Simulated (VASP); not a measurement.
# Mg (P6_3/mmc) in VASP: further runs

The runs below take Mg through relaxation of cell and atoms, with r2SCAN.

Program: VASP 6.6.1. These are calculated values, not measurements. Logs are shortened: lines on timing, memory, paths and dates and some standing lists are left out, and cuts for length are marked.

### 1 The cell of the first run

The structure is hexagonal, space group P6_3/mmc (No. 194). The conventional cell has a = 3.209 Å, b = 3.209 Å, c = 5.210 Å, α = 90.00°, β = 90.00°, γ = 120.00°. Mg (site symmetry -6m2) has 12 Mg at 3.20 to 3.21 Å within 4.2 Å.

### 2 Relaxation of cell and atoms, r2SCAN, target pressure 5 GPa, at which the enthalpy is minimised

The input, POSCAR:

```
Mg
1.0
    3.2093000000      0.0000000000      0.0000000000
   -1.6046500000      2.7793353284      0.0000000000
    0.0000000000      0.0000000000      5.2103000000
Mg
2
Direct
    0.6666666667      0.3333333333      0.7500000000
    0.3333333333      0.6666666667      0.2500000000
```

The input, INCAR.step1:

```
SYSTEM = Mg
ALGO = Normal
EDIFF = 1E-4
ENCUT = 600
GGA = PE
ISMEAR = -1
LASPH = .TRUE.
LCHARG = .FALSE.
LREAL = .FALSE.
LWAVE = .TRUE.
NELM = 80
PREC = Accurate
SIGMA = 0.05
```

The input, INCAR.step2:

```
SYSTEM = Mg
ALGO = Normal
EDIFF = 1E-7
EDIFFG = -0.01
ENCUT = 600
IBRION = 2
ISIF = 3
ISMEAR = -1
ISTART = 1
LASPH = .TRUE.
LCHARG = .FALSE.
LMIXTAU = .TRUE.
LREAL = .FALSE.
LWAVE = .FALSE.
METAGGA = R2SCAN
NELM = 80
NSW = 60
PREC = Accurate
PSTRESS = 50.0
SIGMA = 0.05
```

The input, KPOINTS:

```
k-points
0
G
  10 10 5
  0 0 0
```

Potentials or basis: VASP PAW PBE potentials, release 64 (Mg).

Launch:

```bash
cat potpaw_PBE.64/Mg/POTCAR > POTCAR
cp INCAR.step1 INCAR
mpirun -np 1 vasp_std > vasp.out
cp INCAR.step2 INCAR
mpirun -np 1 vasp_std > vasp.out
```

OUTCAR:

```text
SYSTEM = Mg
   EDIFF = 1E-7
   EDIFFG = -0.01
   ENCUT = 600
   IBRION = 2
   ISIF = 3
   ISMEAR = -1
   ISTART = 1
   LASPH = .TRUE.
   LREAL = .FALSE.
   METAGGA = R2SCAN
   NELM = 80
   NSW = 60
   PREC = Accurate
   PSTRESS = 50.0

 ion  position               nearest neighbor table
   1  0.667  0.333  0.750-   2 3.20   2 3.20   2 3.20   2 3.20   2 3.20   2 3.20
   2  0.333  0.667  0.250-   1 3.20   1 3.20   1 3.20   1 3.20   1 3.20   1 3.20

  LATTYP: Found a hexagonal cell.
 ALAT       =     3.2093000000
 C/A-ratio  =     1.6235004518

  Lattice vectors:

 A1 = (   3.2093000000,   0.0000000000,   0.0000000000)
 A2 = (  -1.6046500000,   2.7793353284,   0.0000000000)
 A3 = (   0.0000000000,   0.0000000000,   5.2103000000)

Analysis of symmetry for initial positions (statically):
=====================================================================
 Subroutine PRICEL returns:
 Original cell was already a primitive cell.

 Routine SETGRP: Setting up the symmetry group for a
 hexagonal supercell.

 Subroutine GETGRP returns: Found 24 space group operations
 (whereof 12 operations were pure point group operations)
 out of a pool of 24 trial point group operations.

The static configuration has the point symmetry D_3d.
 The point group associated with its full space group is D_6h.

Analysis of symmetry for dynamics (positions and initial velocities):
=====================================================================
 Subroutine PRICEL returns:
 Original cell was already a primitive cell.

 Routine SETGRP: Setting up the symmetry group for a
 hexagonal supercell.

 Subroutine GETGRP returns: Found 24 space group operations
 (whereof 12 operations were pure point group operations)
 out of a pool of 24 trial point group operations.

The dynamic configuration has the point symmetry D_3d.
 The point group associated with its full space group is D_6h.

 Subroutine INISYM returns: Found 24 space group operations
 (whereof 12 operations are pure point group operations),
 and found     1 'primitive' translations

----------------------------------------------------------------------------------------

                                     Primitive cell

  volume of cell :      46.4744

  direct lattice vectors                    reciprocal lattice vectors
     3.209300000  0.000000000  0.000000000     0.311594429  0.179899127  0.000000000
    -1.604650000  2.779335328  0.000000000     0.000000000  0.359798255  0.000000000
     0.000000000  0.000000000  5.210300000     0.000000000  0.000000000  0.191927528

  length of vectors
     3.209300000  3.209300000  5.210300000     0.359798255  0.359798255  0.191927528

  position of ions in fractional coordinates (direct lattice)
     0.666666667  0.333333333  0.750000000
     0.333333333  0.666666667  0.250000000

  ion indices of the primitive-cell ions
   primitive index   ion index
                 1           1
                 2           2

----------------------------------------------------------------------------------------

 KPOINTS: k-points

Automatic generation of k-mesh.
 Grid dimensions read from file:
 generate k-points for:   10   10    5

 Generating k-lattice:

  Cartesian coordinates                     Fractional coordinates (reciprocal lattice)
     0.031159443  0.017989913  0.000000000     0.100000000 -0.000000000  0.000000000
     0.000000000  0.035979825  0.000000000     0.000000000  0.100000000  0.000000000
     0.000000000  0.000000000  0.038385506     0.000000000  0.000000000  0.200000000

  Length of vectors
     0.035979825  0.035979825  0.038385506

  Shift w.r.t. Gamma in fractional coordinates (k-lattice)
     0.000000000  0.000000000  0.000000000

 Subroutine IBZKPT returns following result:
 ===========================================

 Found     42 irreducible k-points:

 Following reciprocal coordinates:
            Coordinates               Weight
  0.000000  0.000000  0.000000      1.000000
  0.100000  0.000000  0.000000      6.000000
  0.200000  0.000000  0.000000      6.000000
  0.300000  0.000000  0.000000      6.000000
  0.400000  0.000000  0.000000      6.000000
  0.500000  0.000000  0.000000      3.000000
[... 16 lines left out ...]
  0.300000  0.100000  0.200000     24.000000
  0.400000  0.100000  0.200000     24.000000
 [... further k-points ...]
   k-points           NKPTS =     42   k-points in BZ     NKDIM =     42   number of bands    NBANDS=      6
   number of dos      NEDOS =    301   number of ions     NIONS =      2
   total plane-waves  NPLWV =  32928
   dimension x,y,z NGX =    28 NGY =   28 NGZ =   42
   dimension x,y,z NGXF=    56 NGYF=   56 NGZF=   84
   ions per type =               2
   NGX,Y,Z   is equivalent  to a cutoff of  14.50, 14.50, 13.40 a.u.
   NGXF,Y,Z  is equivalent  to a cutoff of  29.01, 29.01, 26.80 a.u.
 SYSTEM =  Mg
   PREC   = accura    normal or accurate (medium, high low for compatibility)
   ISTART =      1    job   : 0-new  1-cont  2-samecut
   ICHARG =      0    charge: 1-file 2-atom 10-const
   ISPIN  =      1    spin polarized calculation?
   LNONCOLLINEAR =      F non collinear calculations
   LSORBIT =      F    spin-orbit coupling
   LASPH  =      T    aspherical Exc in radial PAW
   ENCUT  =  600.0 eV  44.10 Ry    6.64 a.u.   6.41  6.41 10.41*2*pi/ulx,y,z
   NELM   =     80;   NELMIN=  2; NELMDL=  0     # of ELM steps
   EDIFF  = 0.1E-06   stopping-criterion for ELM
   LREAL  =      F    real-space projection
   EDIFFG = -.1E-01   stopping-criterion for IOM
   NSW    =     60    number of steps for IOM
   IBRION =      2    ionic relax: 0-MD 1-quasi-New 2-CG
   NFREE  =      1    steps in history (QN), initial steepest desc. (CG)
   ISIF   =      3    stress and relaxation
   ISYM   =      2    0-nonsym 1-usesym 2-fastsym
   POTIM  = 0.5000    time-step for ionic-motion
   TEBEG  =    0.0;   TEEND  =   0.0 temperature during run
   PSTRESS=   50.0 pullay stress
   NELECT =       4.0000    total number of electrons
   NUPDOWN=      -1.0000    fix difference up-down
   EMIN   =  10.00;   EMAX   =-10.00  energy-range for DOS
   EFERMI =   0.00;   METHOD = LEGACY
   ISMEAR =    -1;   SIGMA  =   0.05  broadening in eV -4-tet -1-fermi 0-gaus
   EFERMI_NEDOS =   21; number of points for ismear=-14 and -15
   IALGO  =     38    algorithm
   IMIX   =      4    mixing-type and parameters
     AMIX     =   0.40;   BMIX     =  1.00
     AMIX_MAG =   1.60;   BMIX_MAG =  1.00
  volume/ion in A,a.u.               =      23.24       156.81
  Fermi-wavevector in a.u.,A,eV,Ry     =   0.722809  1.365911  7.108401  0.522453
  Thomas-Fermi vector in A             =   1.812866
   LORBIT       =      0    0 simple, 1 ext, 2 COOP (PROOUT), +10 PAW based schemes
   METAGGA = R2SCAN    functional components
   LHFCALC =     F    Hartree Fock is set to
   AEXX    =    0.0000 exact exchange contribution
   IVDW    =     0    specifies the selected vdW correction
   LEPSILON=     F    determine dielectric tensor
   LRPA    =     F    only Hartree local field effects (RPA)
 conjugate gradient relaxation of ions
 non-spin polarized calculation
  energy-cutoff  :      600.00
  volume of cell :       46.47
 maximum number of plane-waves:      1578
 NGX is ok and might be reduce to    28
   NGX = 13   NGY = 13   NGZ = 21

--------------------------------------- Ionic step        1  -------------------------------------------

 number of electron       4.0000000 magnetization

 Free energy of the ion-electron system (eV)
  ---------------------------------------------------
  ext. energy  EPLUGINS =         0.00000000
  ---------------------------------------------------
  free energy    TOTEN  =        -8.28265753 eV

  energy without entropy =       -8.27298277  energy(sigma->0) =       -8.27782015

------------------------ aborting loop because EDIFF is reached ----------------------------------------

  FORCE on cell =-STRESS in cart. coord.  units (eV):
  Direction    XX          YY          ZZ          XY          YZ          ZX
  --------------------------------------------------------------------------------------
  -------------------------------------------------------------------------------------
  Total       -0.4628230     -0.4628230     -0.2113199      0.0000000      0.0000000      0.0000000
  in kB      -15.9555415    -15.9555415     -7.2851242      0.0000000      0.0000000      0.0000000
  external PRESSURE =     -63.0654024 kB  Pullay stress =      50.0000000 kB
[... 137 lines left out ...]
  enthalpy is  TOTEN    =        -6.9627432674 eV   P V=        1.2652642624

--------------------------------------- Ionic step        5  -------------------------------------------

 number of electron       4.0000000 magnetization

 Free energy of the ion-electron system (eV)
  ---------------------------------------------------
  ext. energy  EPLUGINS =         0.00000000
  ---------------------------------------------------
  free energy    TOTEN  =        -8.22826688 eV

  energy without entropy =       -8.21986526  energy(sigma->0) =       -8.22406607

 E-fermi :   3.4064     XC(G=0):  -9.4517

 val. band max:        3.3280039183   @ k =   0.3000   0.3000   0.0000
 cond. band min:       3.4179309087   @ k =   0.5000   0.0000   0.4000
 fundamental gap:      0.0899269904
 Fermi energy:         3.4063843697

 k-point     1 :       0.0000    0.0000    0.0000
  band No.  band energies     occupation
      1      -4.6315      2.00000
      2       1.1423      2.00000
      3       2.0291      2.00000
      4      15.9053      0.00000
      5      15.9053      0.00000
      6      16.3632      0.00000

 k-point     2 :       0.1000    0.0000    0.0000
  band No.  band energies     occupation
      1      -4.4028      2.00000
      2       1.3508      2.00000
      3       2.2439      2.00000
      4      12.8102      0.00000
      5      14.4813      0.00000
      6      15.2224      0.00000
[... 190 lines left out ...]
 k-point    24 :       0.4000    0.1000    0.2000
  band No.  band energies     occupation
      1       0.2742      2.00000
      2       2.3271      2.00000
      3       4.0360      0.00001
      4       5.9931      0.00000
      5       8.1349      0.00000
      6       9.5129      0.00000

 [... further k-points ...]

------------------------ aborting loop because EDIFF is reached ----------------------------------------

  FORCE on cell =-STRESS in cart. coord.  units (eV):
  Direction    XX          YY          ZZ          XY          YZ          ZX
  --------------------------------------------------------------------------------------
  -------------------------------------------------------------------------------------
  Total        1.2618065      1.2618065      1.2729833      0.0000000      0.0000000      0.0000000
  in kB       49.8546842     49.8546842     50.2962856      0.0000000      0.0000000      0.0000000
  external PRESSURE =       0.0018847 kB  Pullay stress =      50.0000000 kB
[... 17 lines left out ...]
  FREE ENERGIE OF THE ION-ELECTRON SYSTEM (eV)
  ---------------------------------------------------
  free  energy   TOTEN  =        -8.2282668812 eV

  energy  without entropy=       -8.2198652573  energy(sigma->0) =       -8.22406607

  enthalpy is  TOTEN    =        -6.9627824708 eV   P V=        1.2654844104

 reached required accuracy - stopping structural energy minimisation
```

It took 2.5 min on 1 thread of Intel Xeon 6975P-C, shared host; peak memory 0.2 GiB.

Results:

* Free energy: -8.2283 eV
* Relaxed volume: 20.28 Å³/atom
* Relaxed cell: a = 3.056 Å, b = 3.056 Å, c = 5.013 Å, α = 90.00°, β = 90.00°, γ = 120.00°
* Space group after relaxing (to 0.05 Å): P6_3/mmc (No. 194)
* Energy change on relaxing (the enthalpy is what falls): +27.2 meV/atom
* Ionic steps: 5
* Pressure after relaxing: 5.0 GPa
* Band gap on the k mesh: zero (band 2 reaches 3.86 eV, above the bottom of band 3 at 2.03 eV)

The path:
```
step  energy change (eV)  largest force (eV/Å)  pressure (GPa)  volume (Å³)
   1              0.0000                0.0000           -1.31        46.47
   2              0.0533                0.0000            4.93        40.59
   3              0.0548                0.0000            5.00        40.54
   4              0.0547                0.0000            5.00        40.54
   5              0.0544                0.0000            5.00        40.55
```

Final structure:
```yaml
crystal:
  lattice:
    - [3.05617, 0.00000, 0.00000]
    - [-1.52809, 2.64672, 0.00000]
    - [0.00000, 0.00000, 5.01316]
  atoms:
    - { symbol: Mg, position: [0.66667, 0.33333, 0.75000] }
    - { symbol: Mg, position: [0.33333, 0.66667, 0.25000] }
```

Levels at points of the mesh, in eV from the Fermi level:
| k point | band 1 | band 2 | band 3 | band 4 | band 5 | band 6 |
| --- | --- | --- | --- | --- | --- | --- |
| (0.00, 0.00, 0.00) | -8.04 | -2.26 | -1.38 | 12.50 | 12.50 | 12.96 |
| (0.50, 0.00, 0.00) | -2.65 | -2.36 | 2.92 | 3.05 | 3.81 | 4.21 |

Caveat: the cell is relaxed towards a set pressure, so the enthalpy falls and the energy may rise; the PAW data sets were made with another functional, which shifts forces and pressure a little.

### 3 Relaxation of cell and atoms, r2SCAN, target pressure 10 GPa, at which the enthalpy is minimised

POSCAR is that of step 2.

The input, INCAR.step1:

```
SYSTEM = Mg
PREC = Accurate
ENCUT = 600
ISMEAR = -1
SIGMA = 0.05
LREAL = .FALSE.
LASPH = .TRUE.
NELM = 80
GGA = PE
ALGO = Normal
EDIFF = 1E-4
LWAVE = .TRUE.
LCHARG = .FALSE.
```

The input, INCAR.step2:

```
SYSTEM = Mg
PREC = Accurate
ENCUT = 600
EDIFF = 1E-6
ISMEAR = -1
SIGMA = 0.05
LREAL = .FALSE.
LASPH = .TRUE.
NELM = 80
ALGO = Normal
ISIF = 3
LWAVE = .FALSE.
LCHARG = .FALSE.
METAGGA = R2SCAN
LMIXTAU = .TRUE.
IBRION = 2
NSW = 60
EDIFFG = -0.01
PSTRESS = 100.0
ISTART = 1
```

The input, KPOINTS:

```
Automatic mesh
0
G
  10 10 5
  0 0 0
```

Potentials or basis: VASP PAW PBE potentials, release 64 (Mg).

Launch:

```bash
cat potpaw_PBE.64/Mg/POTCAR > POTCAR
cp INCAR.step1 INCAR
mpirun -np 1 vasp_std > vasp.out
cp INCAR.step2 INCAR
mpirun -np 1 vasp_std > vasp.out
```

It took 4 min on 1 thread of Intel Xeon 6975P-C, shared host; peak memory 0.2 GiB.

Results (log left out):

```
Free energy                                            : -8.0943 eV
Relaxed volume                                         : 18.81 Å³/atom
Relaxed cell                                           : a = 2.985 Å, b = 2.985 Å, c = 4.876 Å, α = 90.00°, β = 90.00°, γ = 120.00°
Space group after relaxing (to 0.05 Å)                 : P6_3/mmc (No. 194)
Energy change on relaxing (the enthalpy is what falls) : +94.2 meV/atom
Ionic steps                                            : 12
Pressure after relaxing                                : 10.0 GPa
Band gap on the k mesh                                 : zero (band 2 reaches 4.30 eV, above the bottom of band 3 at 2.51 eV)
```

The path:
```tsv
step	energy change (eV)	largest force (eV/Å)	pressure (GPa)	volume (Å³)
1	0.0000	0.0000	-1.31	46.47
2	0.2834	0.0000	12.91	36.29
3	0.1911	0.0000	10.08	37.59
4	0.1808	0.0000	9.74	37.75
5	0.1810	0.0000	9.75	37.75
6	0.1815	0.0000	9.77	37.74
7	0.1815	0.0000	9.77	37.74
8	0.1818	0.0000	9.78	37.74
9	0.1822	0.0000	9.79	37.73
10	0.1831	0.0000	9.82	37.72
11	0.1848	0.0000	9.87	37.69
12	0.1884	0.0000	9.99	37.63
```

Final structure:
```
Mg
1.0
     2.98512    0.00000    0.00000
    -1.49256    2.58519    0.00000
     0.00000    0.00000    4.87606
Mg
2
Direct
  0.66667 0.33333 0.75000
  0.33333 0.66667 0.25000
```

Levels at points of the mesh, in eV from the Fermi level:
```
           k point  band 1  band 2  band 3  band 4  band 5
(0.00, 0.00, 0.00)   -8.41   -2.38   -1.35   12.91   12.91
(0.50, 0.00, 0.00)   -2.81   -2.46    3.04    3.07    4.08
```

Caveat: the cell is relaxed towards a set pressure, so the enthalpy falls and the energy may rise; the volume moved by over 15 % at a fixed basis, so the end points are rough; the PAW data sets were made with another functional, which shifts forces and pressure a little.

### 4 Relaxation of cell and atoms, r2SCAN, target pressure 20 GPa, at which the enthalpy is minimised

POSCAR is that of step 3.

The input, INCAR.step1:

```
PREC = Accurate ; ENCUT = 600
ISMEAR = -1 ; SIGMA = 0.05
LREAL = False ; LASPH = True
NELM = 80 ; GGA = PE
ALGO = Normal ; EDIFF = 1E-4
LWAVE = True ; LCHARG = False
```

The input, INCAR.step2:

```
PREC = Accurate ; ENCUT = 600
EDIFF = 1E-7 ; ISMEAR = -1
SIGMA = 0.05 ; LREAL = False
LASPH = True ; NELM = 80
ALGO = Normal ; ISIF = 3
LWAVE = False ; LCHARG = False
METAGGA = R2SCAN ; LMIXTAU = True
IBRION = 2 ; NSW = 60
EDIFFG = -0.01 ; PSTRESS = 200.0
ISTART = 1
```

The input, KPOINTS:

```
Automatic mesh
0
Gamma
  10 10 5
```

Launch:

```bash
cat potpaw_PBE.64/Mg/POTCAR > POTCAR
cp INCAR.step1 INCAR
mpirun -np 1 vasp_std > vasp.out
cp INCAR.step2 INCAR
mpirun -np 1 vasp_std > vasp.out
```

Run time: 3.7 min. Hardware: 1 thread of Intel Xeon 6975P-C, shared host; peak memory 0.21 GiB.

Results (log left out):

* Free energy: -7.7371 eV
* Relaxed volume: 16.86 Å³/atom
* Relaxed cell: a = 2.879 Å, b = 2.879 Å, c = 4.695 Å, α = 90.00°, β = 90.00°, γ = 120.00°
* Space group after relaxing (to 0.05 Å): P6_3/mmc (No. 194)
* Energy change on relaxing (the enthalpy is what falls): +272.8 meV/atom
* Ionic steps: 6
* Pressure after relaxing: 20.0 GPa
* Band gap on the k mesh: zero (band 2 reaches 4.97 eV, above the bottom of band 3 at 3.23 eV)

The path:
```csv
step,energy change (eV),largest force (eV/Å),pressure (GPa),volume (Å³)
1,0.0000,0.0000,-1.31,46.47
2,1.5025,0.0000,42.86,28.63
3,0.5341,0.0000,19.71,33.80
4,0.5625,0.0000,20.44,33.58
5,0.5359,0.0000,19.76,33.79
6,0.5456,0.0000,20.01,33.71
```

Final structure:
```cif
data_structure
_symmetry_space_group_name_H-M 'P 1'
_symmetry_Int_Tables_number 1
_cell_length_a 2.8794
_cell_length_b 2.8794
_cell_length_c 4.6949
_cell_angle_alpha 90.000
_cell_angle_beta 90.000
_cell_angle_gamma 120.000
_cell_volume 33.71
loop_
_atom_site_label
_atom_site_type_symbol
_atom_site_fract_x
_atom_site_fract_y
_atom_site_fract_z
_atom_site_occupancy
Mg1 Mg 0.66667 0.33333 0.75000 1
Mg2 Mg 0.33333 0.66667 0.25000 1
```

Levels at points of the mesh, in eV from the Fermi level:
```
           k point  band 1  band 2  band 3  band 4  band 5  band 6
(0.00, 0.00, 0.00)   -8.97   -2.57   -1.34   13.60   13.60   14.48
(0.50, 0.00, 0.00)   -3.04   -2.59    3.08    3.24    4.48    4.60
```

Caveat: the cell is relaxed towards a set pressure, so the enthalpy falls and the energy may rise; the volume moved by over 15 % at a fixed basis, so the end points are rough; the PAW data sets were made with another functional, which shifts forces and pressure a little.

(Continued in part 2 of 2.)
